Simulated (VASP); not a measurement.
# Pd (Fm-3m) in VASP: notebook

Pd is run at these levels: RPBE; tasks: single point, relaxation of cell and atoms.

Everything below comes from runs of VASP 6.6.1. Logs are shortened: lines on timing, memory, paths and dates and some standing lists are left out, and cuts for length are marked.

### 1 The cell of the first run

Symmetry: Fm-3m, No. 225, cubic system. The conventional cell has a = 3.986 Å, b = 3.986 Å, c = 3.986 Å, α = 90.00°, β = 90.00°, γ = 90.00°. Pd (site symmetry m-3m) has 12 Pd at 2.82 Å within 3.7 Å.

### 2 Single point, RPBE

File INCAR:

```
SYSTEM = Pd
PREC = Accurate
ENCUT = 500
EDIFF = 1E-6
ISMEAR = -1
SIGMA = 0.15
LREAL = .FALSE.
LASPH = .TRUE.
NELM = 120
ALGO = Normal
ISIF = 2
LWAVE = .FALSE.
LCHARG = .FALSE.
GGA = RP
NBANDS = 11
GGA_COMPAT = .FALSE.
```

File KPOINTS:

```
regular mesh
0
G
  16 16 16
  0 0 0
```

File POSCAR:

```
Pd
1.0
    0.0000000000      1.9932204055      1.9932204055
    1.9932204055      0.0000000000      1.9932204055
    1.9932204055      1.9932204055      0.0000000000
Pd
1
Direct
    0.0000000000      0.0000000000      0.0000000000
```

Potentials or basis: VASP PAW PBE potentials, release 64 (Pd).

Started as:

```bash
$ cat potpaw_PBE.64/Pd/POTCAR > POTCAR
$ mpirun -np 1 vasp_std > vasp.out
```

OUTCAR:

```text
SYSTEM = Pd
   PREC = Accurate
   ENCUT = 500
   EDIFF = 1E-6
   ISMEAR = -1
   LREAL = .FALSE.
   LASPH = .TRUE.
   NELM = 120
   ISIF = 2
   GGA = RP

 ion  position               nearest neighbor table
   1  0.000  0.000  0.000-

  LATTYP: Found a face centered cubic cell.
 ALAT       =     3.9864408110

  Lattice vectors:

 A1 = (   0.0000000000,   1.9932204055,   1.9932204055)
 A2 = (   1.9932204055,   0.0000000000,   1.9932204055)
 A3 = (   1.9932204055,   1.9932204055,   0.0000000000)

Analysis of symmetry for initial positions (statically):
=====================================================================
 Subroutine PRICEL returns:
 Original cell was already a primitive cell.

 Routine SETGRP: Setting up the symmetry group for a
 face centered cubic supercell.

 Subroutine GETGRP returns: Found 48 space group operations
 (whereof 48 operations were pure point group operations)
 out of a pool of 48 trial point group operations.

The static configuration has the point symmetry O_h .

Analysis of symmetry for dynamics (positions and initial velocities):
=====================================================================
 Subroutine PRICEL returns:
 Original cell was already a primitive cell.

 Routine SETGRP: Setting up the symmetry group for a
 face centered cubic supercell.

 Subroutine GETGRP returns: Found 48 space group operations
 (whereof 48 operations were pure point group operations)
 out of a pool of 48 trial point group operations.

The dynamic configuration has the point symmetry O_h .

 Subroutine INISYM returns: Found 48 space group operations
 (whereof 48 operations are pure point group operations),
 and found     1 'primitive' translations

----------------------------------------------------------------------------------------

                                     Primitive cell

  volume of cell :      15.8378

  direct lattice vectors                    reciprocal lattice vectors
     0.000000000  1.993220406  1.993220406    -0.250850332  0.250850332  0.250850332
     1.993220406  0.000000000  1.993220406     0.250850332 -0.250850332  0.250850332
     1.993220406  1.993220406  0.000000000     0.250850332  0.250850332 -0.250850332

  length of vectors
     2.818839330  2.818839330  2.818839330     0.434485520  0.434485520  0.434485520

  position of ions in fractional coordinates (direct lattice)
     0.000000000  0.000000000  0.000000000

  ion indices of the primitive-cell ions
   primitive index   ion index
                 1           1

----------------------------------------------------------------------------------------

 KPOINTS: regular mesh

Automatic generation of k-mesh.
 Grid dimensions read from file:
 generate k-points for:   16   16   16

 Generating k-lattice:

  Cartesian coordinates                     Fractional coordinates (reciprocal lattice)
    -0.015678146  0.015678146  0.015678146     0.062500000  0.000000000  0.000000000
     0.015678146 -0.015678146  0.015678146     0.000000000  0.062500000  0.000000000
     0.015678146  0.015678146 -0.015678146     0.000000000  0.000000000  0.062500000

  Length of vectors
     0.027155345  0.027155345  0.027155345

  Shift w.r.t. Gamma in fractional coordinates (k-lattice)
     0.000000000  0.000000000  0.000000000

 Subroutine IBZKPT returns following result:
 ===========================================

 Found    145 irreducible k-points:

 Following reciprocal coordinates:
            Coordinates               Weight
  0.000000  0.000000  0.000000      1.000000
  0.062500  0.000000  0.000000      8.000000
  0.125000  0.000000  0.000000      8.000000
  0.187500  0.000000  0.000000      8.000000
  0.250000  0.000000  0.000000      8.000000
  0.312500  0.000000  0.000000      8.000000
[... 16 lines left out ...]
 -0.125000  0.062500  0.000000     24.000000
 -0.062500  0.062500  0.000000     12.000000
 [... further k-points ...]
   k-points           NKPTS =    145   k-points in BZ     NKDIM =    145   number of bands    NBANDS=     11
   number of dos      NEDOS =    301   number of ions     NIONS =      1
   total plane-waves  NPLWV =  13824
   dimension x,y,z NGX =    24 NGY =   24 NGZ =   24
   dimension x,y,z NGXF=    48 NGYF=   48 NGZF=   48
   ions per type =               1
   NGX,Y,Z   is equivalent  to a cutoff of  14.15, 14.15, 14.15 a.u.
   NGXF,Y,Z  is equivalent  to a cutoff of  28.31, 28.31, 28.31 a.u.
 SYSTEM =  Pd
   PREC   = accura    normal or accurate (medium, high low for compatibility)
   ISTART =      0    job   : 0-new  1-cont  2-samecut
   ICHARG =      2    charge: 1-file 2-atom 10-const
   ISPIN  =      1    spin polarized calculation?
   LNONCOLLINEAR =      F non collinear calculations
   LSORBIT =      F    spin-orbit coupling
   LASPH  =      T    aspherical Exc in radial PAW
   ENCUT  =  500.0 eV  36.75 Ry    6.06 a.u.   5.14  5.14  5.14*2*pi/ulx,y,z
   NELM   =    120;   NELMIN=  2; NELMDL= -5     # of ELM steps
   EDIFF  = 0.1E-05   stopping-criterion for ELM
   LREAL  =      F    real-space projection
   EDIFFG = 0.1E-04   stopping-criterion for IOM
   NSW    =      0    number of steps for IOM
   IBRION =     -1    ionic relax: 0-MD 1-quasi-New 2-CG
   NFREE  =      0    steps in history (QN), initial steepest desc. (CG)
   ISIF   =      2    stress and relaxation
   ISYM   =      2    0-nonsym 1-usesym 2-fastsym
   POTIM  = 0.5000    time-step for ionic-motion
   TEBEG  =    0.0;   TEEND  =   0.0 temperature during run
   PSTRESS=    0.0 pullay stress
   NELECT =      10.0000    total number of electrons
   NUPDOWN=      -1.0000    fix difference up-down
   EMIN   =  10.00;   EMAX   =-10.00  energy-range for DOS
   EFERMI =   0.00;   METHOD = LEGACY
   ISMEAR =    -1;   SIGMA  =   0.15  broadening in eV -4-tet -1-fermi 0-gaus
   EFERMI_NEDOS =   21; number of points for ismear=-14 and -15
   IALGO  =     38    algorithm
   IMIX   =      4    mixing-type and parameters
     AMIX     =   0.40;   BMIX     =  1.00
     AMIX_MAG =   1.60;   BMIX_MAG =  1.00
  volume/ion in A,a.u.               =      15.84       106.88
  Fermi-wavevector in a.u.,A,eV,Ry     =   1.404460  2.654045 26.837616  1.972509
  Thomas-Fermi vector in A             =   2.527020
   LORBIT       =      0    0 simple, 1 ext, 2 COOP (PROOUT), +10 PAW based schemes
   GGA     = RP    functional components
   LHFCALC =     F    Hartree Fock is set to
   AEXX    =    0.0000 exact exchange contribution
   IVDW    =     0    specifies the selected vdW correction
   LEPSILON=     F    determine dielectric tensor
   LRPA    =     F    only Hartree local field effects (RPA)
 non-spin polarized calculation
  energy-cutoff  :      500.00
  volume of cell :       15.84
 maximum number of plane-waves:       415
 NGX is ok and might be reduce to    24
   NGX = 11   NGY = 11   NGZ = 11

 number of electron      10.0000001 magnetization

 Free energy of the ion-electron system (eV)
  ---------------------------------------------------
  ext. energy  EPLUGINS =         0.00000000
  ---------------------------------------------------
  free energy    TOTEN  =        -4.70249568 eV

  energy without entropy =       -4.57492760  energy(sigma->0) =       -4.63871164

 E-fermi :   8.8052     XC(G=0): -12.6330

 val. band max:        8.8028801664   @ k =  -0.4375   0.3750   0.0625
 cond. band min:       8.8213231218   @ k =   0.5000   0.3125   0.0000
 fundamental gap:      0.0184429555
 Fermi energy:         8.8052060081

 k-point     1 :       0.0000    0.0000    0.0000
  band No.  band energies     occupation
      1       2.1807      2.00000
      2       6.2173      2.00000
      3       6.2173      2.00000
      4       6.2173      2.00000
      5       7.6367      1.99917
      6       7.6367      1.99917
      7      25.8717      0.00000
      8      30.2718      0.00000
      9      30.2718      0.00000
     10      30.2718      0.00000
     11      35.0408      0.00000

 k-point     2 :       0.0625    0.0000    0.0000
  band No.  band energies     occupation
      1       2.3141      2.00000
      2       6.1734      2.00000
      3       6.2615      2.00000
      4       6.2615      2.00000
      5       7.6164      1.99928
      6       7.6164      1.99928
      7      25.9906      0.00000
      8      29.3356      0.00000
      9      30.4062      0.00000
     10      30.4062      0.00000
     11      35.4119      0.00000

 k-point     3 :       0.1250    0.0000    0.0000
  band No.  band energies     occupation
      1       2.6964      2.00000
      2       6.0706      2.00000
      3       6.3714      2.00000
      4       6.3714      2.00000
      5       7.5805      1.99943
      6       7.5805      1.99943
      7      26.1272      0.00000
      8      27.6360      0.00000
      9      30.7740      0.00000
     10      30.7740      0.00000
     11      34.9485      0.00000

 k-point     4 :       0.1875    0.0000    0.0000
  band No.  band energies     occupation
      1       3.2539      2.00000
      2       6.0080      2.00000
      3       6.4732      2.00000
      4       6.4732      2.00000
      5       7.6059      1.99933
      6       7.6059      1.99933
      7      24.8852      0.00000
      8      26.9880      0.00000
      9      31.2459      0.00000
     10      31.2459      0.00000
     11      33.9336      0.00000

 k-point     5 :       0.2500    0.0000    0.0000
  band No.  band energies     occupation
      1       3.7920      2.00000
      2       6.2051      2.00000
      3       6.4779      2.00000
      4       6.4779      2.00000
      5       7.7783      1.99787
      6       7.7783      1.99787
      7      22.6984      0.00000
      8      26.7664      0.00000
      9      31.4769      0.00000
     10      31.4769      0.00000
     11      33.8802      0.00000
[... 211 lines left out ...]
 k-point    21 :      -0.2500    0.0625    0.0000
  band No.  band energies     occupation
      1       4.0246      2.00000
      2       6.1818      2.00000
      3       6.4904      2.00000
      4       6.5206      2.00000
      5       7.6411      1.99915
      6       8.2252      1.95901
      7      22.0122      0.00000
      8      26.4794      0.00000
      9      29.7673      0.00000
     10      32.7405      0.00000
     11      33.1400      0.00000

 k-point    22 :      -0.1875    0.0625    0.0000
  band No.  band energies     occupation
      1       3.5589      2.00000
      2       5.9219      2.00000
      3       6.5244      2.00000
      4       6.5518      2.00000
      5       7.4289      1.99979
      6       7.8958      1.99536
      7      24.2694      0.00000
      8      26.7826      0.00000
      9      30.0961      0.00000
     10      32.5995      0.00000
     11      32.6077      0.00000

 k-point    23 :      -0.1250    0.0625    0.0000
  band No.  band energies     occupation
      1       2.9799      2.00000
      2       5.9647      2.00000
      3       6.4514      2.00000
      4       6.4739      2.00000
      5       7.4222      1.99980
      6       7.7223      1.99854
      7      26.0541      0.00000
      8      27.0513      0.00000
      9      29.9261      0.00000
     10      31.7151      0.00000
     11      33.7664      0.00000

 k-point    24 :      -0.0625    0.0625    0.0000
  band No.  band energies     occupation
      1       2.5314      2.00000
      2       6.0885      2.00000
      3       6.3225      2.00000
      4       6.3561      2.00000
      5       7.5199      1.99962
      6       7.6594      1.99904
      7      26.1521      0.00000
      8      28.4458      0.00000
      9      29.9625      0.00000
     10      30.9542      0.00000
     11      35.3344      0.00000

 [... further k-points ...]

------------------------ aborting loop because EDIFF is reached ----------------------------------------

  FORCE on cell =-STRESS in cart. coord.  units (eV):
  Direction    XX          YY          ZZ          XY          YZ          ZX
  --------------------------------------------------------------------------------------
  -------------------------------------------------------------------------------------
  Total       -0.0132321     -0.0132321     -0.0132321     -0.0000000     -0.0000000      0.0000000
  in kB       -1.3385729     -1.3385729     -1.3385729     -0.0000000     -0.0000000      0.0000000
  external PRESSURE =      -1.3385729 kB  Pullay stress =       0.0000000 kB

 VOLUME and BASIS-vectors are now :
 -----------------------------------------------------------------------------
  energy-cutoff  :      500.00
  volume of cell :       15.84
      direct lattice vectors                 reciprocal lattice vectors
     0.000000000  1.993220406  1.993220406    -0.250850332  0.250850332  0.250850332
     1.993220406  0.000000000  1.993220406     0.250850332 -0.250850332  0.250850332
     1.993220406  1.993220406  0.000000000     0.250850332  0.250850332 -0.250850332

 POSITION                                       TOTAL-FORCE (eV/Angst)
 -----------------------------------------------------------------------------------
      0.00000      0.00000      0.00000        -0.000000      0.000000      0.000000
 -----------------------------------------------------------------------------------
    total drift:                               -0.000000      0.000000     -0.000000

  FREE ENERGIE OF THE ION-ELECTRON SYSTEM (eV)
  ---------------------------------------------------
  free  energy   TOTEN  =        -4.7024956831 eV

  energy  without entropy=       -4.5749276018  energy(sigma->0) =       -4.63871164
```

Wall time 13 s (1 thread of Intel Xeon Platinum 8259CL at 2.50GHz (Skylake/Cascade Lake), shared host); peak memory 0.15 GiB.

What came out:

* Free energy: -4.7025 eV
* Pressure: -0.1 GPa
* Band gap on the k mesh: zero (bands 5 and 6 overlap by 1.41 eV)

Caveat: the PAW data sets were made with another functional, which shifts forces and pressure a little.

### 3 Relaxation of cell and atoms, RPBE

This run uses another cell than the first one, of 15.77 Å³/atom.

File INCAR:

```
ALGO = Normal ; EDIFF = 1E-7
EDIFFG = -0.001 ; ENCUT = 500
GGA = RP ; GGA_COMPAT = False
IBRION = 2 ; ISIF = 3
ISMEAR = -1 ; LASPH = True
LCHARG = False ; LREAL = False
LWAVE = False ; NELM = 120
NELMIN = 4 ; NSW = 80
PREC = Accurate ; SIGMA = 0.15
```

File KPOINTS:

```
k-points
0
Gamma
  16 16 16
```

File POSCAR:

```
Pd
1.0
    0.0000000000      1.9902706961      1.9902706961
    1.9902706961      0.0000000000      1.9902706961
    1.9902706961      1.9902706961      0.0000000000
Pd
1
Direct
    0.0000000000      0.0000000000      0.0000000000
```

Potentials or basis: VASP PAW PBE potentials, release 64 (Pd).

Started as:

```bash
$ cat potpaw_PBE.64/Pd/POTCAR > POTCAR
$ mpirun -np 1 vasp_std > vasp.out
```

Wall time 32 s (1 thread of Intel Xeon Platinum 8259CL at 2.50GHz (Skylake/Cascade Lake), shared host); peak memory 0.15 GiB.

It converged, with:

```yaml
Free_energy: -4.7025 eV
Relaxed_volume: 15.82 Å³/atom
Relaxed_cell: a = 2.818 Å, b = 2.818 Å, c = 2.818 Å, α = 60.00°, β = 60.00°, γ = 60.00°
Space_group_after_relaxing_to_0.1_Å: Fm-3m (No. 225)
Energy_gained_by_relaxing: 0.1 meV/atom
Ionic_steps: 4
Pressure_after_relaxing: 0.0 GPa
Band_gap_on_the_k_mesh: zero (bands 5 and 6 overlap by 1.41 eV)
```

Final structure:
```
Pd
1.0
     0.00000    1.99261    1.99261
     1.99261    0.00000    1.99261
     1.99261    1.99261    0.00000
Pd
1
Direct
  0.00000 0.00000 0.00000
```

Levels at points of the mesh, in eV from the Fermi level:
```
           k point  band 2  band 3  band 4  band 5  band 6  band 7  band 8  band 9
(0.00, 0.00, 0.00)   -2.59   -2.59   -2.59   -1.17   -1.17   17.07   21.47   21.47
(0.50, 0.00, 0.00)   -2.63   -2.63   -0.10   -0.10    1.13    6.76   16.40   20.40
(0.50, 0.50, 0.00)   -4.62   -0.13    0.18    0.18    3.33   10.03   12.81   12.81
```

Caveat: the PAW data sets were made with another functional, which shifts forces and pressure a little.
